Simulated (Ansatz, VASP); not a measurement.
**Two plane-wave programs on InP**

```
In P
1.0
     0.00000    2.93050    2.93050
     2.93050    0.00000    2.93050
     2.93050    2.93050    0.00000
In P
1 1
Direct
  0.00000 0.00000 0.00000
  0.75000 0.75000 0.75000
```

Alike in both runs: task single point; functional PBE; k mesh 8 × 8 × 8; occupations gaussian, width 0.025 eV; no spin polarisation.

|  | VASP | Ansatz |
| --- | --- | --- |
| version | VASP 6.6.1 | Ansatz 0.2.0 |
| potentials or method | VASP PAW PBE potentials, release 64 (In_d, P) | Ansatz PAW |
| plane-wave cutoff (eV) | 520 | 420 |
| valence electrons in the cell | 18 | 18 |

|  | VASP | Ansatz | Ansatz less VASP |
| --- | --- | --- | --- |
| gap on the k mesh at the Fermi level (eV) | 0.71 | 0.72 | +0.003 |
| least direct gap on the mesh (eV) | 0.71 | 0.72 | +0.003 |
| pressure (GPa) | 3.3 | 3.3 | +0.06 |
